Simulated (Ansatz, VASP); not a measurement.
# One calculation of SiC5, two programs

```
Si C
1.0
     2.32513    1.34242    4.45821
    -2.32513    1.34242    4.45821
     0.00000   -2.68483    4.45821
Si C
1 5
Cartesian
  0.0000 0.0000 0.0000
  -0.5590 1.3424 4.4582
  0.0000 0.0000 4.4587
  -0.8831 -1.1553 4.4582
  0.0000 0.0000 8.9159
  1.4420 -0.1871 4.4582
```

Alike in both runs: task relaxation of cell and atoms; functional PBE; k mesh 12 × 12 × 12; occupations gaussian, width 0.1 eV; no spin polarisation.

|  | VASP | Ansatz |
| --- | --- | --- |
| version | VASP 6.6.1 | Ansatz 0.2.0 |
| potentials or method | VASP PAW PBE potentials, release 64 (Si, C), cutoff 600 eV | scalar-relativistic, plane waves, PAW |
| valence electrons in the cell | 24 | 24 |

```tsv
	VASP	Ansatz	Ansatz less VASP
gap on the k mesh at the Fermi level, each at its own relaxed structure (eV)	none	none	-
relaxed volume (Å³/atom)	13.30	13.92	+0.618
relaxed length of the cell vector where the two differ most in proportion (Å)	5.036	5.204	+0.1683
```

A gap of «none» marks a metal or a gap that the smearing closes.
